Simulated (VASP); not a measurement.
# Nb (Im-3m) in VASP: notebook

Runs on Nb. Level: PBE. Tasks: density of states.

Program: VASP 6.6.1. These are calculated values, not measurements. Logs are shortened: lines on timing, memory, paths and dates and some standing lists are left out, and cuts for length are marked.

## 1. The cell of the first run

Symmetry: Im-3m, No. 229, cubic system. The conventional cell has a = 3.310 Å, b = 3.310 Å, c = 3.310 Å, α = 90.00°, β = 90.00°, γ = 90.00°. Nb (site symmetry m-3m) has 14 Nb at 2.87 to 3.31 Å within 3.8 Å.

## 2. Density of states, PBE

POSCAR reads:

```
Nb
1.0
   -1.6551891634      1.6551891634      1.6551891634
    1.6551891634     -1.6551891634      1.6551891634
    1.6551891634      1.6551891634     -1.6551891634
Nb
1
Direct
    0.0000000000      0.0000000000      0.0000000000
```

INCAR.step1 reads:

```
PREC = Accurate ; ENCUT = 520
EDIFF = 1E-7 ; ISMEAR = 0
SIGMA = 0.05 ; LREAL = F
LASPH = T ; NELM = 80
ALGO = Normal ; ISIF = 2
LWAVE = F ; LCHARG = T
LMAXMIX = 4 ; GGA = PE
NBANDS = 12
```

KPOINTS.step1 reads:

```
regular mesh
0
Gamma
  18 18 18
```

INCAR.step2 reads:

```
PREC = Accurate ; ENCUT = 520
EDIFF = 1E-7 ; ISMEAR = -5
SIGMA = 0.05 ; LREAL = F
LASPH = T ; NELM = 80
ALGO = Normal ; ISIF = 2
LWAVE = F ; LCHARG = F
LMAXMIX = 4 ; GGA = PE
LORBIT = 10 ; NEDOS = 1001
ICHARG = 11
```

KPOINTS.step2 reads:

```
regular mesh
0
Gamma
  27 27 27
```

Potentials or basis: VASP PAW PBE potentials, release 64 (Nb_sv).

Launch:

```console
> cat potpaw_PBE.64/Nb_sv/POTCAR > POTCAR
> cp INCAR.step1 INCAR
> cp KPOINTS.step1 KPOINTS
> mpirun -np 1 vasp_std > vasp.out
> cp INCAR.step2 INCAR
> cp KPOINTS.step2 KPOINTS
> mpirun -np 1 vasp_std > vasp.out
```

OUTCAR:

```text
PREC = Accurate
   ENCUT = 520
   EDIFF = 1E-7
   ISMEAR = -5
   LREAL = F
   LASPH = T
   NELM = 80
   ISIF = 2
   GGA = PE
   LORBIT = 10
   ICHARG = 11

 ion  position               nearest neighbor table
   1  0.000  0.000  0.000-

  LATTYP: Found a body centered cubic cell.
 ALAT       =     3.3103783268

  Lattice vectors:

 A1 = (  -1.6551891634,   1.6551891634,   1.6551891634)
 A2 = (   1.6551891634,  -1.6551891634,   1.6551891634)
 A3 = (   1.6551891634,   1.6551891634,  -1.6551891634)

Analysis of symmetry for initial positions (statically):
=====================================================================
 Subroutine PRICEL returns:
 Original cell was already a primitive cell.

 Routine SETGRP: Setting up the symmetry group for a
 body centered cubic supercell.

 Subroutine GETGRP returns: Found 48 space group operations
 (whereof 48 operations were pure point group operations)
 out of a pool of 48 trial point group operations.

The static configuration has the point symmetry O_h .

Analysis of symmetry for dynamics (positions and initial velocities):
=====================================================================
 Subroutine PRICEL returns:
 Original cell was already a primitive cell.

 Routine SETGRP: Setting up the symmetry group for a
 body centered cubic supercell.

 Subroutine GETGRP returns: Found 48 space group operations
 (whereof 48 operations were pure point group operations)
 out of a pool of 48 trial point group operations.

The dynamic configuration has the point symmetry O_h .

 Subroutine INISYM returns: Found 48 space group operations
 (whereof 48 operations are pure point group operations),
 and found     1 'primitive' translations

----------------------------------------------------------------------------------------

                                     Primitive cell

  volume of cell :      18.1386

  direct lattice vectors                    reciprocal lattice vectors
    -1.655189163  1.655189163  1.655189163     0.000000000  0.302080276  0.302080276
     1.655189163 -1.655189163  1.655189163     0.302080276  0.000000000  0.302080276
     1.655189163  1.655189163 -1.655189163     0.302080276  0.302080276  0.000000000

  length of vectors
     2.866871727  2.866871727  2.866871727     0.427206024  0.427206024  0.427206024

  position of ions in fractional coordinates (direct lattice)
     0.000000000  0.000000000  0.000000000

  ion indices of the primitive-cell ions
   primitive index   ion index
                 1           1

----------------------------------------------------------------------------------------

 KPOINTS: regular mesh

Automatic generation of k-mesh.
 Grid dimensions read from file:
 generate k-points for:   27   27   27

 Generating k-lattice:

  Cartesian coordinates                     Fractional coordinates (reciprocal lattice)
     0.000000000  0.011188158  0.011188158     0.037037037  0.000000000  0.000000000
     0.011188158  0.000000000  0.011188158     0.000000000  0.037037037  0.000000000
     0.011188158  0.011188158  0.000000000     0.000000000  0.000000000  0.037037037

  Length of vectors
     0.015822445  0.015822445  0.015822445

  Shift w.r.t. Gamma in fractional coordinates (k-lattice)
     0.000000000  0.000000000  0.000000000

 TETIRR: Found  23679 inequivalent tetrahedra from   118098

 Subroutine IBZKPT returns following result:
 ===========================================

 Found    560 irreducible k-points:

 Following reciprocal coordinates:
            Coordinates               Weight
  0.000000  0.000000  0.000000      1.000000
  0.037037  0.000000  0.000000     12.000000
  0.074074  0.000000  0.000000     12.000000
  0.111111  0.000000  0.000000     12.000000
  0.148148  0.000000  0.000000     12.000000
  0.185185  0.000000  0.000000     12.000000
[... 16 lines left out ...]
  0.333333  0.037037 -0.000000     48.000000
  0.370370  0.037037  0.000000     48.000000
 [... further k-points ...]
   k-points           NKPTS =    560   k-points in BZ     NKDIM =    560   number of bands    NBANDS=     10
   number of dos      NEDOS =   1001   number of ions     NIONS =      1
   total plane-waves  NPLWV =  13824
   dimension x,y,z NGX =    24 NGY =   24 NGZ =   24
   dimension x,y,z NGXF=    48 NGYF=   48 NGZF=   48
   ions per type =               1
   NGX,Y,Z   is equivalent  to a cutoff of  13.92, 13.92, 13.92 a.u.
   NGXF,Y,Z  is equivalent  to a cutoff of  27.83, 27.83, 27.83 a.u.
 SYSTEM =  unknown system
   PREC   = accura    normal or accurate (medium, high low for compatibility)
   ISTART =      0    job   : 0-new  1-cont  2-samecut
   ICHARG =     11    charge: 1-file 2-atom 10-const
   ISPIN  =      1    spin polarized calculation?
   LNONCOLLINEAR =      F non collinear calculations
   LSORBIT =      F    spin-orbit coupling
   LASPH  =      T    aspherical Exc in radial PAW
   ENCUT  =  520.0 eV  38.22 Ry    6.18 a.u.   5.33  5.33  5.33*2*pi/ulx,y,z
   NELM   =     80;   NELMIN=  2; NELMDL=  0     # of ELM steps
   EDIFF  = 0.1E-06   stopping-criterion for ELM
   LREAL  =      F    real-space projection
   EDIFFG = 0.1E-05   stopping-criterion for IOM
   NSW    =      0    number of steps for IOM
   IBRION =     -1    ionic relax: 0-MD 1-quasi-New 2-CG
   NFREE  =      0    steps in history (QN), initial steepest desc. (CG)
   ISIF   =      2    stress and relaxation
   ISYM   =      2    0-nonsym 1-usesym 2-fastsym
   POTIM  = 0.5000    time-step for ionic-motion
   TEBEG  =    0.0;   TEEND  =   0.0 temperature during run
   PSTRESS=    0.0 pullay stress
   NELECT =      13.0000    total number of electrons
   NUPDOWN=      -1.0000    fix difference up-down
   EMIN   =  10.00;   EMAX   =-10.00  energy-range for DOS
   EFERMI =   0.00;   METHOD = LEGACY
   ISMEAR =    -5;   SIGMA  =   0.05  broadening in eV -4-tet -1-fermi 0-gaus
   EFERMI_NEDOS =   21; number of points for ismear=-14 and -15
   IALGO  =     38    algorithm
   IMIX   =      4    mixing-type and parameters
     AMIX     =   0.40;   BMIX     =  1.00
     AMIX_MAG =   1.60;   BMIX_MAG =  1.00
  volume/ion in A,a.u.               =      18.14       122.41
  Fermi-wavevector in a.u.,A,eV,Ry     =   1.465059  2.768559 29.203498  2.146397
  Thomas-Fermi vector in A             =   2.580961
   LORBIT       =     10    0 simple, 1 ext, 2 COOP (PROOUT), +10 PAW based schemes
   GGA     = PE    functional components
   LHFCALC =     F    Hartree Fock is set to
   AEXX    =    0.0000 exact exchange contribution
   IVDW    =     0    specifies the selected vdW correction
   LEPSILON=     F    determine dielectric tensor
   LRPA    =     F    only Hartree local field effects (RPA)
 non-spin polarized calculation
 Fermi weights with tetrahedron method with Bloechl corrections
  energy-cutoff  :      520.00
  volume of cell :       18.14
 maximum number of plane-waves:       498
 NGX is ok and might be reduce to    24

 number of electron      13.0000000 magnetization

 Free energy of the ion-electron system (eV)
  ---------------------------------------------------
  ext. energy  EPLUGINS =         0.00000000
  ---------------------------------------------------
  free energy    TOTEN  =       -10.21641900 eV

  energy without entropy =      -10.21641900  energy(sigma->0) =      -10.21641900

 E-fermi :  11.0691     XC(G=0): -12.4641

 val. band max:       11.1010379996   @ k =  -0.1852   0.2222   0.1481
 cond. band min:      11.0831888867   @ k =   0.2963   0.1481   0.0000
 fundamental gap:     -0.0178491129
 Fermi energy:        11.0690659932

 k-point     1 :       0.0000    0.0000    0.0000
  band No.  band energies     occupation
      1     -43.2974      2.00000
      2     -18.6092      2.00000
      3     -18.6092      2.00000
      4     -18.6092      2.00000
      5       5.1481      2.00000
      6      11.4492      0.00000
      7      11.4492      0.00000
      8      11.4492      0.00000
      9      14.3355      0.00000
     10      14.3355      0.00000

 k-point     2 :       0.0370    0.0000    0.0000
  band No.  band energies     occupation
      1     -43.2943      2.00000
      2     -18.6286      2.00000
      3     -18.6151      2.00000
      4     -18.6094      2.00000
      5       5.2048      2.00000
      6      11.4139      0.00000
      7      11.4417      0.00000
      8      11.5029      0.00000
      9      14.2784      0.00000
     10      14.3352      0.00000

 k-point     3 :       0.0741    0.0000    0.0000
  band No.  band energies     occupation
      1     -43.2850      2.00000
      2     -18.6853      2.00000
      3     -18.6324      2.00000
      4     -18.6099      2.00000
      5       5.3720      2.00000
      6      11.3119     -0.00032
      7      11.4144      0.00000
      8      11.6635      0.00000
      9      14.1306      0.00000
     10      14.3363      0.00000

 k-point     4 :       0.1111    0.0000    0.0000
  band No.  band energies     occupation
      1     -43.2701      2.00000
      2     -18.7755      2.00000
      3     -18.6600      2.00000
      4     -18.6106      2.00000
      5       5.6397      2.00000
      6      11.1539      0.02889
      7      11.3550      0.00000
      8      11.9282      0.00000
      9      13.9499      0.00000
     10      14.3420      0.00000
[... 222 lines left out ...]
 k-point    22 :       0.2963    0.0370    0.0000
  band No.  band energies     occupation
      1     -43.1307      2.00000
      2     -19.5563      2.00000
      3     -18.9072      2.00000
      4     -18.6250      2.00000
      5       7.5236      2.00000
      6       9.9576      2.00000
      7      11.2197      0.04122
      8      14.0092      0.00000
      9      14.6971      0.00000
     10      14.9912      0.00000

 k-point    23 :       0.3333    0.0370   -0.0000
  band No.  band energies     occupation
      1     -43.1066      2.00000
      2     -19.6825      2.00000
      3     -18.9496      2.00000
      4     -18.6264      2.00000
      5       7.5728      2.00000
      6       9.7835      2.00000
      7      11.6295     -0.01295
      8      14.1687      0.00000
      9      14.7993      0.00000
     10      15.6887      0.00000

 k-point    24 :       0.3704    0.0370    0.0000
  band No.  band energies     occupation
      1     -43.0863      2.00000
      2     -19.7871      2.00000
      3     -18.9849      2.00000
      4     -18.6275      2.00000
      5       7.5438      2.00000
      6       9.6427      2.00000
      7      12.1349      0.00000
      8      14.2965      0.00000
      9      14.9060      0.00000
     10      16.3551      0.00000

 [... further k-points ...]

------------------------ aborting loop because EDIFF is reached ----------------------------------------

  FORCE on cell =-STRESS in cart. coord.  units (eV):
  Direction    XX          YY          ZZ          XY          YZ          ZX
  --------------------------------------------------------------------------------------
  -------------------------------------------------------------------------------------
  Total       -0.0360104     -0.0360104     -0.0360104     -0.0000000     -0.0000000     -0.0000000
  in kB       -3.1807929     -3.1807929     -3.1807929     -0.0000000     -0.0000000     -0.0000000
  external PRESSURE =      -3.1807929 kB  Pullay stress =       0.0000000 kB

 VOLUME and BASIS-vectors are now :
 -----------------------------------------------------------------------------
  energy-cutoff  :      520.00
  volume of cell :       18.14
      direct lattice vectors                 reciprocal lattice vectors
    -1.655189163  1.655189163  1.655189163     0.000000000  0.302080276  0.302080276
     1.655189163 -1.655189163  1.655189163     0.302080276  0.000000000  0.302080276
     1.655189163  1.655189163 -1.655189163     0.302080276  0.302080276  0.000000000

 POSITION                                       TOTAL-FORCE (eV/Angst)
 -----------------------------------------------------------------------------------
      0.00000      0.00000      0.00000        -0.000000     -0.000000      0.000000
 -----------------------------------------------------------------------------------
    total drift:                               -0.000000     -0.000000      0.000000

  FREE ENERGIE OF THE ION-ELECTRON SYSTEM (eV)
  ---------------------------------------------------
  free  energy   TOTEN  =       -10.2164190014 eV

  energy  without entropy=      -10.2164190014  energy(sigma->0) =      -10.21641900

 total charge

# of ion       s       p       d       tot
------------------------------------------
    1        2.220   5.997   2.497  10.714
```

It took 89 s on 1 thread of AMD EPYC 9R14 (Zen 4), shared host; peak memory 0.22 GiB.

What came out:

- Valence electrons inside the program's atomic spheres: Nb 10.71

Caveat: tetrahedron occupations give inexact forces and stress in metals.

(Part 1 of 2 ends here.)
